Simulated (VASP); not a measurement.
# FeCu: single point with PBE

Crystal: FeCu.

```
CELL_PARAMETERS angstrom
1.43827 -1.98793 0.00000
1.43827 1.98793 0.00000
0.00000 0.00000 4.13814
ATOMIC_POSITIONS crystal
Fe 0.00000 0.00000 0.00000
Cu 0.50000 0.50000 0.50000
```

```json
{"Program": "VASP 6.6.1", "Task": "single point", "Functional": "PBE", "Potentials or basis": "VASP PAW PBE potentials, release 64 (Fe, Cu)", "Cutoff": "520 eV", "k mesh": "12 × 12 × 7", "Occupations": "fermi-dirac, width 0.03 eV", "Spin": "collinear spin, ferromagnetic start", "Starting moments": "[1.31, 0.0] μB", "Fixed moment": "1.31 μB"}
```

```yaml
Pressure: -5.8 GPa
Net_moment: 1.31 μB per cell
Site_moments: Fe +1.45; Cu -0.08 μB
Valence_electrons_inside_the_program's_atomic_spheres: Fe 7.14; Cu 10.03
```

Stress tensor (GPa, compression positive):
```
-6.17  0.00  0.00
 0.00 -7.71  0.00
 0.00  0.00 -3.37
```

It took 58 s on 1 thread of Intel(R) Xeon(R) 6975P-C (Granite Rapids) (shared host), peak memory 0.23 GiB.

Caveat: the cell stands under tension; the total moment is fixed, so each spin has its own Fermi level and the state may be an excited one.
